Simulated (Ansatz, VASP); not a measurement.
**One calculation of Zr2O, two programs**

INCAR

```
PREC = Accurate ; ENCUT = 520
EDIFF = 1E-6 ; ISMEAR = 0
SIGMA = 0.15 ; LREAL = False
LASPH = True ; NELM = 100
ALGO = Normal ; ISIF = 2
LWAVE = False ; LCHARG = False
GGA = PS ; NBANDS = 39
```

Contents of KPOINTS:

```
regular mesh
0
Gamma
  10 10 10
```

File POSCAR:

```
Zr2O
1.0
    4.8722925076      0.0000000000      0.0000000000
    0.0000000000      4.8722925076      0.0000000000
    0.0000000000      0.0000000000      4.8722925076
Zr O
4 2
Direct
    0.2500000000      0.2500000000      0.7500000000
    0.7500000000      0.2500000000      0.2500000000
    0.2500000000      0.7500000000      0.2500000000
    0.7500000000      0.7500000000      0.7500000000
    0.0000000000      0.0000000000      0.0000000000
    0.5000000000      0.5000000000      0.5000000000
```

Input for Ansatz:

```yaml
crystal:
  lattice:
    - [4.8722925076, 0.0, 0.0]
    - [0.0, 4.8722925076, 0.0]
    - [0.0, 0.0, 4.8722925076]
  atoms:
    - { symbol: Zr, position: [0.25, 0.25, 0.75] }
    - { symbol: Zr, position: [0.75, 0.25, 0.25] }
    - { symbol: Zr, position: [0.25, 0.75, 0.25] }
    - { symbol: Zr, position: [0.75, 0.75, 0.75] }
    - { symbol: O, position: [0.0, 0.0, 0.0] }
    - { symbol: O, position: [0.5, 0.5, 0.5] }
basis:
  ecutwfc: 420
kpoints:
  mp_grid: { grid: [10, 10, 10] }
hamiltonian:
  xc: pbesol
scf:
  occupations: { method: gaussian, width: 0.15 }
output:
  forces: true
  stress: true
  eigenvalues: true
```

Change from the starting cell: strain +0.015 along x and y, +0.015 along z, atoms carried along.

Alike in both runs: task single point; functional PBEsol; k mesh 10 × 10 × 10; occupations gaussian, width 0.15 eV; no spin polarisation.

```csv
,VASP,Ansatz
version,VASP 6.6.1,Ansatz 0.2.0
potentials or method,"VASP PAW PBE potentials, release 64 (Zr_sv, O), cutoff 520 eV","scalar-relativistic, plane waves, PAW"
valence electrons in the cell,60,60
```

Ansatz gave:

| Item | Value |
| --- | --- |
| gap on the k mesh at the Fermi level (eV) | none |
| pressure (GPa) | -5.8 |

Problem. Which values does VASP return?

Solution. gap on the k mesh at the Fermi level (eV): none; pressure (GPa): -5.6.

VASP's potentials were made for PBE, not for PBEsol. A gap of «none» marks a metal or a gap that the smearing closes.
